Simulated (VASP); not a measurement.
# NiI2 (R-3m) in VASP: single point with LDA+U

Aim: the single point of NiI2 with LDA+U.

Everything below comes from runs of VASP 6.6.1. Logs are shortened: lines on timing, memory, paths and dates and some standing lists are left out, and cuts for length are marked.

**1. The cell of the first run**

It takes space group R-3m (No. 166, trigonal). The conventional cell has a = 3.895 Å, b = 3.895 Å, c = 19.630 Å, α = 90.00°, β = 90.00°, γ = 120.00°. Ni (site symmetry -3m) has 6 I at 2.78 Å within 3.7 Å. Within 3.7 Å of I (site symmetry 3m) lie 3 Ni at 2.78 Å.

**2. Single point, LDA+U, collinear spin, ferromagnetic start**

INCAR

```
SYSTEM = NiI2
  ALGO = Normal
  EDIFF = 1E-7
  ENCUT = 520
  GGA = CA
  ISIF = 2
  ISMEAR = 0
  ISPIN = 2
  LASPH = .TRUE.
  LCHARG = .TRUE.
  LDAU = .TRUE.
  LDAUJ = 0.9 0
  LDAUL = 2 -1
  LDAUPRINT = 1
  LDAUTYPE = 1
  LDAUU = 8 0
  LELF = .TRUE.
  LMAXMIX = 4
  LORBIT = 11
  LREAL = .FALSE.
  LVHAR = .TRUE.
  LWAVE = .FALSE.
  MAGMOM = 2 0 0
  NBANDS = 23
  NELM = 150
  PREC = Accurate
  SIGMA = 0.05
```

KPOINTS

```
k-points
0
G
  6 6 6
  0 0 0
```

POSCAR

```
NiI2
1.0
    1.9475001100      1.1243897100      6.5433296000
   -1.9475001100      1.1243897100      6.5433296000
    0.0000000000     -2.2487794200      6.5433296000
Ni I
1 2
Direct
    0.0000000000      0.0000000000      0.0000000000
    0.2500000000      0.2500000000      0.2500000000
    0.7500000000      0.7500000000      0.7500000000
```

Potentials or basis: VASP PAW LDA potentials, release 64 (Ni, I).

Started as:

```sh
$ cat potpaw_LDA.64/Ni/POTCAR potpaw_LDA.64/I/POTCAR > POTCAR
$ mpirun -np 1 vasp_std > vasp.out
```

OUTCAR:

```text
SYSTEM = NiI2
   EDIFF = 1E-7
   ENCUT = 520
   GGA = CA
   ISIF = 2
   ISMEAR = 0
   ISPIN = 2
   LASPH = .TRUE.
   LORBIT = 11
   LREAL = .FALSE.
   NELM = 150
   PREC = Accurate

 ion  position               nearest neighbor table
   1  0.000  0.000  0.000-   3 2.78   2 2.78   3 2.78   3 2.78   2 2.78   2 2.78
   2  0.250  0.250  0.250-   1 2.78   1 2.78   1 2.78
   3  0.750  0.750  0.750-   1 2.78   1 2.78   1 2.78

  LATTYP: Found a trigonal (rhomboedric) cell.
 ALAT       =     6.9189718277
 COS(alpha) =     0.8415464946

  Lattice vectors:

 A1 = (   1.9475001100,   1.1243897100,   6.5433296000)
 A2 = (  -1.9475001100,   1.1243897100,   6.5433296000)
 A3 = (   0.0000000000,  -2.2487794200,   6.5433296000)

Analysis of symmetry for initial positions (statically):
=====================================================================
 Subroutine PRICEL returns:
 Original cell was already a primitive cell.

 Routine SETGRP: Setting up the symmetry group for a
 trigonal (rhombohedral) supercell.

 Subroutine GETGRP returns: Found 12 space group operations
 (whereof 12 operations were pure point group operations)
 out of a pool of 12 trial point group operations.

The static configuration has the point symmetry D_3d.

Analysis of symmetry for dynamics (positions and initial velocities):
=====================================================================
 Subroutine PRICEL returns:
 Original cell was already a primitive cell.

 Routine SETGRP: Setting up the symmetry group for a
 trigonal (rhombohedral) supercell.

 Subroutine GETGRP returns: Found 12 space group operations
 (whereof 12 operations were pure point group operations)
 out of a pool of 12 trial point group operations.

The dynamic configuration has the point symmetry D_3d.

Analysis of structural, dynamic, and magnetic symmetry:
=====================================================================
 Subroutine PRICEL returns:
 Original cell was already a primitive cell.

 Routine SETGRP: Setting up the symmetry group for a
 trigonal (rhombohedral) supercell.

 Subroutine GETGRP returns: Found 12 space group operations
 (whereof 12 operations were pure point group operations)
 out of a pool of 12 trial point group operations.

The overall configuration has the point symmetry D_3d.

 Subroutine INISYM returns: Found 12 space group operations
 (whereof 12 operations are pure point group operations),
 and found     1 'primitive' translations

----------------------------------------------------------------------------------------

                                     Primitive cell

  volume of cell :      85.9695

  direct lattice vectors                    reciprocal lattice vectors
     1.947500110  1.124389710  6.543329600     0.256739395  0.148228559  0.050942464
    -1.947500110  1.124389710  6.543329600    -0.256739395  0.148228559  0.050942464
     0.000000000 -2.248779420  6.543329600     0.000000000 -0.296457118  0.050942464

  length of vectors
     6.918971828  6.918971828  6.918971826     0.300802190  0.300802190  0.300802190

  position of ions in fractional coordinates (direct lattice)
     0.000000000  0.000000000  0.000000000
     0.250000000  0.250000000  0.250000000
     0.750000000  0.750000000  0.750000000

  ion indices of the primitive-cell ions
   primitive index   ion index
                 1           1
                 2           2
                 3           3

----------------------------------------------------------------------------------------

 KPOINTS: k-points

Automatic generation of k-mesh.
 Grid dimensions read from file:
 generate k-points for:    6    6    6

 Generating k-lattice:

  Cartesian coordinates                     Fractional coordinates (reciprocal lattice)
     0.042789899  0.024704760  0.008490411     0.166666667 -0.000000000  0.000000000
    -0.042789899  0.024704760  0.008490411    -0.000000000  0.166666667  0.000000000
     0.000000000 -0.049409520  0.008490411     0.000000000  0.000000000  0.166666667

  Length of vectors
     0.050133698  0.050133698  0.050133698

  Shift w.r.t. Gamma in fractional coordinates (k-lattice)
     0.000000000  0.000000000  0.000000000

 Subroutine IBZKPT returns following result:
 ===========================================

 Found     32 irreducible k-points:

 Following reciprocal coordinates:
            Coordinates               Weight
  0.000000  0.000000  0.000000      1.000000
  0.166667 -0.000000 -0.000000      6.000000
  0.333333  0.000000  0.000000      6.000000
  0.500000  0.000000 -0.000000      3.000000
  0.166667  0.166667 -0.000000      6.000000
  0.333333  0.166667 -0.000000     12.000000
[... 16 lines left out ...]
  0.500000  0.500000  0.166667      6.000000
 -0.333333  0.500000  0.166667     12.000000
 [... further k-points ...]
   k-points           NKPTS =     32   k-points in BZ     NKDIM =     32   number of bands    NBANDS=     23
   number of dos      NEDOS =    301   number of ions     NIONS =      3
   total plane-waves  NPLWV = 157464
   dimension x,y,z NGX =    54 NGY =   54 NGZ =   54
   dimension x,y,z NGXF=   108 NGYF=  108 NGZF=  108
   ions per type =               1   2
   NGX,Y,Z   is equivalent  to a cutoff of  12.97, 12.97, 12.97 a.u.
   NGXF,Y,Z  is equivalent  to a cutoff of  25.95, 25.95, 25.95 a.u.
 SYSTEM =  NiI2
   PREC   = accura    normal or accurate (medium, high low for compatibility)
   ISTART =      0    job   : 0-new  1-cont  2-samecut
   ICHARG =      2    charge: 1-file 2-atom 10-const
   ISPIN  =      2    spin polarized calculation?
   LNONCOLLINEAR =      F non collinear calculations
   LSORBIT =      F    spin-orbit coupling
   LASPH  =      T    aspherical Exc in radial PAW
   ENCUT  =  520.0 eV  38.22 Ry    6.18 a.u.  12.86 12.86 12.86*2*pi/ulx,y,z
   NELM   =    150;   NELMIN=  2; NELMDL= -5     # of ELM steps
   EDIFF  = 0.1E-06   stopping-criterion for ELM
   LREAL  =      F    real-space projection
   EDIFFG = 0.1E-05   stopping-criterion for IOM
   NSW    =      0    number of steps for IOM
   IBRION =     -1    ionic relax: 0-MD 1-quasi-New 2-CG
   NFREE  =      0    steps in history (QN), initial steepest desc. (CG)
   ISIF   =      2    stress and relaxation
   ISYM   =      2    0-nonsym 1-usesym 2-fastsym
   POTIM  = 0.5000    time-step for ionic-motion
   TEBEG  =    0.0;   TEEND  =   0.0 temperature during run
   PSTRESS=    0.0 pullay stress
   NELECT =      24.0000    total number of electrons
   NUPDOWN=      -1.0000    fix difference up-down
   EMIN   =  10.00;   EMAX   =-10.00  energy-range for DOS
   EFERMI =   0.00;   METHOD = LEGACY
   ISMEAR =     0;   SIGMA  =   0.05  broadening in eV -4-tet -1-fermi 0-gaus
   EFERMI_NEDOS =   21; number of points for ismear=-14 and -15
   IALGO  =     38    algorithm
   IMIX   =      4    mixing-type and parameters
     AMIX     =   0.40;   BMIX     =  1.00
     AMIX_MAG =   1.60;   BMIX_MAG =  1.00
  volume/ion in A,a.u.               =      28.66       193.38
  Fermi-wavevector in a.u.,A,eV,Ry     =   1.069951  2.021914 15.575876  1.144795
  Thomas-Fermi vector in A             =   2.205646
   LORBIT       =     11    0 simple, 1 ext, 2 COOP (PROOUT), +10 PAW based schemes
 LDA+U is selected, type is set to LDAUTYPE =  1
   angular momentum for each species LDAUL =     2   -1
   U (eV)           for each species LDAUU =   8.0  0.0
   J (eV)           for each species LDAUJ =   0.9  0.0
   GGA     = CA    functional components
   LHFCALC =     F    Hartree Fock is set to
   AEXX    =    0.0000 exact exchange contribution
   IVDW    =     0    specifies the selected vdW correction
   LEPSILON=     F    determine dielectric tensor
   LRPA    =     F    only Hartree local field effects (RPA)
 spin polarized calculation
 Gauss-broadening in eV      SIGMA  =   0.05
  energy-cutoff  :      520.00
  volume of cell :       85.97
 maximum number of plane-waves:      2341
 NGX is ok and might be reduce to    54
   NGX = 25   NGY = 25   NGZ = 25

atom =   1  type =  1  l = 2

 onsite density matrix

spin component  1

  0.9797 -0.0000  0.0000  0.0152  0.0000
 -0.0000  0.9925 -0.0000  0.0000  0.0152
  0.0000 -0.0000  0.9700  0.0000 -0.0000
  0.0152  0.0000  0.0000  0.9925 -0.0000
  0.0000  0.0152 -0.0000 -0.0000  0.9797

spin component  2

  0.7235  0.0000 -0.0000 -0.3582 -0.0000
  0.0000  0.4499  0.0000  0.0000 -0.3582
 -0.0000  0.0000  0.9705  0.0000 -0.0000
 -0.3582  0.0000  0.0000  0.4499  0.0000
 -0.0000 -0.3582 -0.0000  0.0000  0.7235

 occupancies and eigenvectors

  o =  0.2033  v =  0.0000  0.0000  0.0000  0.0000  0.0000 -0.0000  0.8236  0.0000 -0.0000  0.5671      0.0000  0.0000  0.0000  0.0000  0.0000  0.0000  0.0000  0.0000  0.0000  0.0000
  o =  0.2033  v =  0.0000  0.0000  0.0000  0.0000  0.0000  0.5671  0.0000  0.0000  0.8236  0.0000      0.0000  0.0000  0.0000  0.0000  0.0000  0.0000  0.0000  0.0000  0.0000  0.0000
  o =  0.9696  v =  0.0000 -0.5532  0.0000 -0.0000  0.8330  0.0000  0.0000  0.0000  0.0000  0.0000      0.0000  0.0000  0.0000  0.0000  0.0000  0.0000  0.0000  0.0000  0.0000  0.0000
  o =  0.9696  v =  0.8330  0.0000 -0.0000 -0.5532 -0.0000  0.0000  0.0000  0.0000  0.0000  0.0000      0.0000  0.0000  0.0000  0.0000  0.0000  0.0000  0.0000  0.0000  0.0000  0.0000
  o =  0.9700  v = -0.0000 -0.0000 -1.0000  0.0000  0.0000  0.0000  0.0000  0.0000  0.0000  0.0000      0.0000  0.0000  0.0000  0.0000  0.0000  0.0000  0.0000  0.0000  0.0000  0.0000
  o =  0.9701  v =  0.0000  0.0000  0.0000  0.0000  0.0000 -0.0000 -0.5671  0.0000  0.0000  0.8236      0.0000  0.0000  0.0000  0.0000  0.0000  0.0000  0.0000  0.0000  0.0000  0.0000
  o =  0.9701  v =  0.0000  0.0000  0.0000  0.0000  0.0000  0.8236 -0.0000  0.0000 -0.5671  0.0000      0.0000  0.0000  0.0000  0.0000  0.0000  0.0000  0.0000  0.0000  0.0000  0.0000
  o =  0.9705  v =  0.0000  0.0000  0.0000  0.0000  0.0000  0.0000 -0.0000 -1.0000 -0.0000  0.0000      0.0000  0.0000  0.0000  0.0000  0.0000  0.0000  0.0000  0.0000  0.0000  0.0000
  o =  1.0026  v = -0.0000 -0.8330  0.0000 -0.0000 -0.5532  0.0000  0.0000  0.0000  0.0000  0.0000      0.0000  0.0000  0.0000  0.0000  0.0000  0.0000  0.0000  0.0000  0.0000  0.0000
  o =  1.0026  v = -0.5532  0.0000 -0.0000 -0.8330  0.0000  0.0000  0.0000  0.0000  0.0000  0.0000      0.0000  0.0000  0.0000  0.0000  0.0000  0.0000  0.0000  0.0000  0.0000  0.0000

 number of electron      24.0000006 magnetization       1.9999999

 Free energy of the ion-electron system (eV)
  ---------------------------------------------------
  ext. energy  EPLUGINS =         0.00000000
  ---------------------------------------------------
  free energy    TOTEN  =        -8.17004068 eV

  energy without entropy =       -8.17004068  energy(sigma->0) =       -8.17004068

 E-fermi :   4.7351     XC(G=0):  -9.6091

 val. band max:        4.4977887849   @ k =   0.3333   0.3333   0.1667
 cond. band min:       5.8638094792   @ k =  -0.3333   0.1667  -0.0000
 fundamental gap:      1.3660206943
 Fermi energy:         4.7351287673

 spin component 1

 k-point     1 :       0.0000    0.0000    0.0000
  band No.  band energies     occupation
      1      -8.7139      1.00000
      2      -7.6883      1.00000
      3      -3.0780      1.00000
      4      -3.0780      1.00000
      5      -1.6156      1.00000
      6      -1.2877      1.00000
[... 613 lines left out ...]
     22      15.6788      0.00000
     23      17.8453      0.00000

 [... further k-points ...]

 spin component 2

 k-point     1 :       0.0000    0.0000    0.0000
  band No.  band energies     occupation
      1      -8.6010      1.00000
      2      -7.5770      1.00000
      3      -1.1971      1.00000
      4      -0.7309      1.00000
      5      -0.7309      1.00000
      6       0.2262      1.00000
[... 613 lines left out ...]
     22      15.8642      0.00000
     23      17.9640      0.00000

 [... further k-points ...]

------------------------ aborting loop because EDIFF is reached ----------------------------------------

  FORCE on cell =-STRESS in cart. coord.  units (eV):
  Direction    XX          YY          ZZ          XY          YZ          ZX
  --------------------------------------------------------------------------------------
  -------------------------------------------------------------------------------------
  Total       -1.2658409     -1.2658409     -2.2720129      0.0000000      0.0000000      0.0000000
  in kB      -23.5909425    -23.5909424    -42.3425460      0.0000000      0.0000000      0.0000000
  external PRESSURE =     -29.8414770 kB  Pullay stress =       0.0000000 kB

 VOLUME and BASIS-vectors are now :
 -----------------------------------------------------------------------------
  energy-cutoff  :      520.00
  volume of cell :       85.97
      direct lattice vectors                 reciprocal lattice vectors
     1.947500110  1.124389710  6.543329600     0.256739395  0.148228559  0.050942464
    -1.947500110  1.124389710  6.543329600    -0.256739395  0.148228559  0.050942464
     0.000000000 -2.248779420  6.543329600     0.000000000 -0.296457118  0.050942464

 POSITION                                       TOTAL-FORCE (eV/Angst)
 -----------------------------------------------------------------------------------
      0.00000      0.00000      0.00000         0.000000      0.000000      0.000000
      0.00000      0.00000      4.90750         0.000000      0.000000      0.823253
      0.00000      0.00000     14.72249         0.000000     -0.000000     -0.823253
 -----------------------------------------------------------------------------------
    total drift:                                0.000000      0.000000     -0.000000

  FREE ENERGIE OF THE ION-ELECTRON SYSTEM (eV)
  ---------------------------------------------------
  free  energy   TOTEN  =        -8.1700406793 eV

  energy  without entropy=       -8.1700406793  energy(sigma->0) =       -8.17004068

 total charge

# of ion       s       p       d       tot
------------------------------------------
    1        0.350   0.317   8.210   8.877
    2        1.517   2.765   0.022   4.304
    3        1.517   2.765   0.022   4.304
--------------------------------------------------
tot          3.385   5.847   8.254  17.485

 magnetization (x)

# of ion       s       p       d       tot
------------------------------------------
    1        0.007   0.005   1.596   1.608
    2        0.006   0.122   0.001   0.129
    3        0.006   0.122   0.001   0.129
--------------------------------------------------
tot          0.019   0.249   1.598   1.866
```

It took 8.1 min on 1 thread of Oxide Virtual Turin-like, shared host; peak memory 0.34 GiB.

What came out:

* Free energy: -8.1700 eV
* Pressure: -3.0 GPa
* Largest force: 0.823 eV/Å
* Band gap on the k mesh: 1.37 eV (least direct gap 1.52 eV)
* Net moment: 2.00 μB per cell
* Site moments: Ni +1.61; I +0.13 μB
* Valence electrons inside the program's atomic spheres: Ni 8.88; I 4.30

Forces on the atoms (eV/Å):
```
Ni   0.000  0.000  0.000
I    0.000  0.000  0.823
I    0.000  0.000 -0.823
```

Stress tensor (GPa, compression positive):
```
-2.36  0.00  0.00
 0.00 -2.36  0.00
 0.00  0.00 -4.23
```

Eigenvalues of the final occupation matrices:
| site | spin | trace | eigenvalues |
| --- | --- | --- | --- |
| site 1 d | 1 | 4.91 | 0.97 0.97 0.97 1.00 1.00 |
| site 1 d | 2 | 3.32 | 0.20 0.20 0.97 0.97 0.97 |

Caveat: spin-orbit coupling is left out, which moves the levels of the heavy elements.
